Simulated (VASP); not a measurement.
# AlH2 (P-3m1) in VASP: further runs

Runs on AlH2. Level: PBE. Tasks: single point, relaxation of cell and atoms.

All numbers are computed with VASP 6.6.1; they aren't measurements. Logs are shortened: lines on timing, memory, paths and dates and some standing lists are left out, and cuts for length are marked.

## 1. The cell of the first run

The structure is trigonal, space group P-3m1 (No. 164). Conventional cell: a = 3.057 Å, b = 3.057 Å, c = 3.075 Å, α = 90.00°, β = 90.00°, γ = 120.00°. Within 2.5 Å of Al (site symmetry -3m) lie 6 H at 1.91 Å. H (site symmetry 3m) has 3 Al at 1.91 Å and 6 H at 2.28 to 2.40 Å within 2.5 Å.

The cell was built from a structure type or drawn by symmetry, and may not be a known phase.

## 2. Single point, PBE

Input file INCAR:

```
PREC     = Accurate       # precision mode
ENCUT    = 520            # plane-wave cutoff, eV
EDIFF    = 1E-6           # SCF threshold, eV
ISMEAR   = 0              # smearing method
SIGMA    = 0.1            # smearing width, eV
LREAL    = False          # projectors in reciprocal space
LASPH    = True           # aspherical terms in the spheres
NELM     = 100            # most SCF steps
ALGO     = Normal         # electronic algorithm
ISIF     = 2              # what is computed and relaxed
LWAVE    = False          # write WAVECAR
LCHARG   = False          # write CHGCAR
GGA      = PE             # functional
NBANDS   = 10             # bands
```

Input file KPOINTS:

```
Automatic mesh
0
Gamma
  6 6 4
```

Input file POSCAR:

```
AlH2
1.0
    3.0567953692     -0.0000000032      0.0000000000
   -1.5283976818      2.6472624455      0.0000000000
    0.0000000000      0.0000000000      3.0751018188
Al H
1 2
Direct
    0.0000000000      0.0000000000      0.5000000000
    0.3333333333      0.6666666667      0.2646160718
    0.6666666667      0.3333333333      0.7353839282
```

Potentials or basis: VASP PAW PBE potentials, release 64 (Al, H).

Started as:

```
$ cat potpaw_PBE.64/Al/POTCAR potpaw_PBE.64/H/POTCAR > POTCAR
$ mpirun -np 1 vasp_std > vasp.out
```

OUTCAR:

```text
PREC = Accurate
   ENCUT = 520
   EDIFF = 1E-6
   ISMEAR = 0
   LREAL = False
   LASPH = True
   NELM = 100
   ISIF = 2
   GGA = PE

 ion  position               nearest neighbor table
   1  0.000  0.000  0.500-   2 1.91   3 1.91   2 1.91   3 1.91   3 1.91   2 1.91
   2  0.333  0.667  0.265-   1 1.91   1 1.91   1 1.91
   3  0.667  0.333  0.735-   1 1.91   1 1.91   1 1.91

  LATTYP: Found a hexagonal cell.
 ALAT       =     3.0567953692
 C/A-ratio  =     1.0059887717

  Lattice vectors:

 A1 = (   3.0567953692,  -0.0000000032,   0.0000000000)
 A2 = (  -1.5283976818,   2.6472624455,   0.0000000000)
 A3 = (   0.0000000000,   0.0000000000,   3.0751018188)

Analysis of symmetry for initial positions (statically):
=====================================================================
 Subroutine PRICEL returns:
 Original cell was already a primitive cell.

 Routine SETGRP: Setting up the symmetry group for a
 hexagonal supercell.

 Subroutine GETGRP returns: Found 12 space group operations
 (whereof 12 operations were pure point group operations)
 out of a pool of 24 trial point group operations.

The static configuration has the point symmetry D_3d.

Analysis of symmetry for dynamics (positions and initial velocities):
=====================================================================
 Subroutine PRICEL returns:
 Original cell was already a primitive cell.

 Routine SETGRP: Setting up the symmetry group for a
 hexagonal supercell.

 Subroutine GETGRP returns: Found 12 space group operations
 (whereof 12 operations were pure point group operations)
 out of a pool of 24 trial point group operations.

The dynamic configuration has the point symmetry D_3d.

 Subroutine INISYM returns: Found 12 space group operations
 (whereof 12 operations are pure point group operations),
 and found     1 'primitive' translations

----------------------------------------------------------------------------------------

                                     Primitive cell

  volume of cell :      24.8842

  direct lattice vectors                    reciprocal lattice vectors
     3.056795369 -0.000000003  0.000000000     0.327139988  0.188874360  0.000000000
    -1.528397682  2.647262446  0.000000000     0.000000000  0.377748720  0.000000000
     0.000000000  0.000000000  3.075101819     0.000000000  0.000000000  0.325192484

[... 90 lines left out ...]
   ISIF   =      2    stress and relaxation
   ISYM   =      2    0-nonsym 1-usesym 2-fastsym
   POTIM  = 0.5000    time-step for ionic-motion
   TEBEG  =    0.0;   TEEND  =   0.0 temperature during run
   PSTRESS=    0.0 pullay stress
   NELECT =       5.0000    total number of electrons
   NUPDOWN=      -1.0000    fix difference up-down
   EMIN   =  10.00;   EMAX   =-10.00  energy-range for DOS
   EFERMI =   0.00;   METHOD = LEGACY
   ISMEAR =     0;   SIGMA  =   0.10  broadening in eV -4-tet -1-fermi 0-gaus
   EFERMI_NEDOS =   21; number of points for ismear=-14 and -15
   IALGO  =     38    algorithm
   IMIX   =      4    mixing-type and parameters
     AMIX     =   0.40;   BMIX     =  1.00
     AMIX_MAG =   1.60;   BMIX_MAG =  1.00
  volume/ion in A,a.u.               =       8.29        55.98
  Fermi-wavevector in a.u.,A,eV,Ry     =   0.958864  1.811991 12.509482  0.919421
  Thomas-Fermi vector in A             =   2.088010
   LORBIT       =      0    0 simple, 1 ext, 2 COOP (PROOUT), +10 PAW based schemes
   GGA     = PE    functional components
   LHFCALC =     F    Hartree Fock is set to
   AEXX    =    0.0000 exact exchange contribution
   IVDW    =     0    specifies the selected vdW correction
   LEPSILON=     F    determine dielectric tensor
   LRPA    =     F    only Hartree local field effects (RPA)
 non-spin polarized calculation
 Gauss-broadening in eV      SIGMA  =   0.10
  energy-cutoff  :      520.00
  volume of cell :       24.88
 maximum number of plane-waves:       684
 NGX is ok and might be reduce to    24
   NGX = 11   NGY = 11   NGZ = 11

 number of electron       5.0000000 magnetization

 Free energy of the ion-electron system (eV)
  ---------------------------------------------------
  ext. energy  EPLUGINS =         0.00000000
  ---------------------------------------------------
  free energy    TOTEN  =        -9.52162025 eV

  energy without entropy =       -9.51804417  energy(sigma->0) =       -9.51983221

 E-fermi :   5.7918     XC(G=0):  -9.8031

 val. band max:        5.7376722732   @ k =   0.5000   0.0000   0.2500
 cond. band min:       5.8476820425   @ k =   0.3333  -0.0000   0.5000
 fundamental gap:      0.1100097693
 Fermi energy:         5.7918196034

 k-point     1 :       0.0000    0.0000    0.0000
  band No.  band energies     occupation
      1      -6.5672      2.00000
      2       4.6577      2.00000
      3      10.5287      0.00000
      4      14.2488      0.00000
      5      14.2488      0.00000
      6      14.3038      0.00000
      7      14.7665      0.00000
      8      14.7665      0.00000
      9      15.4427      0.00000
     10      25.5687      0.00000
[... 287 lines left out ...]
 k-point    24 :       0.3333    0.3333    0.5000
  band No.  band energies     occupation
      1       0.6497      2.00000
      2       0.6497      2.00000
      3       5.9355      0.04218
      4       6.0310      0.00072
      5       7.1104      0.00000
      6       7.1104      0.00000
      7      21.3488      0.00000
      8      21.3488      0.00000
      9      25.3574      0.00000
     10      25.3574      0.00000

------------------------ aborting loop because EDIFF is reached ----------------------------------------

  FORCE on cell =-STRESS in cart. coord.  units (eV):
  Direction    XX          YY          ZZ          XY          YZ          ZX
  --------------------------------------------------------------------------------------
  -------------------------------------------------------------------------------------
  Total        0.0274478      0.0274478     -0.0621103      0.0000000      0.0000000     -0.0000000
  in kB        1.7672377      1.7672377     -3.9989963      0.0000000      0.0000000     -0.0000000
  external PRESSURE =      -0.1548403 kB  Pullay stress =       0.0000000 kB

 VOLUME and BASIS-vectors are now :
 -----------------------------------------------------------------------------
  energy-cutoff  :      520.00
  volume of cell :       24.88
      direct lattice vectors                 reciprocal lattice vectors
     3.056795369 -0.000000003  0.000000000     0.327139988  0.188874360  0.000000000
    -1.528397682  2.647262446  0.000000000     0.000000000  0.377748720  0.000000000
     0.000000000  0.000000000  3.075101819     0.000000000  0.000000000  0.325192484

 POSITION                                       TOTAL-FORCE (eV/Angst)
 -----------------------------------------------------------------------------------
      0.00000      0.00000      1.53755         0.000000     -0.000000     -0.000000
      0.00000      1.76484      0.81372        -0.000000      0.000000     -0.018612
      1.52840      0.88242      2.26138         0.000000     -0.000000      0.018612
 -----------------------------------------------------------------------------------
    total drift:                                0.000000     -0.000000      0.000000

  FREE ENERGIE OF THE ION-ELECTRON SYSTEM (eV)
  ---------------------------------------------------
  free  energy   TOTEN  =        -9.5216202508 eV

  energy  without entropy=       -9.5180441710  energy(sigma->0) =       -9.51983221
```

stdout:

```text
POSCAR found type information on POSCAR AlH
 POSCAR found :  2 types and       3 ions
 scaLAPACK will be used
 LDA part: xc-table for (Slater+PW92), standard interpolation
 POSCAR, INCAR and KPOINTS ok, starting setup
 FFT: planning ... GRIDC
 FFT: planning ... GRID_SOFT
 FFT: planning ... GRID
 WAVECAR not read
 entering main loop
```

It took 5.2 s on 1 thread of Intel Xeon Platinum 8488C (Sapphire Rapids), shared host; peak memory 0.13 GiB.

What came out:

```
Free energy            : -9.5216 eV
Pressure               : 0.0 GPa
Largest force          : 0.019 eV/Å
Band gap on the k mesh : zero (an odd number of electrons rules out a gap without spin polarisation)
```

Forces in eV/Å, atoms in the order of the input:
```
Al   0.000  0.000  0.000
H    0.000  0.000 -0.019
H    0.000  0.000  0.019
```

Caveat: the k points lie up to 0.51 Å⁻¹ apart, too coarse for converged energies and pressures of a metal.

[end of part 1 of 2]
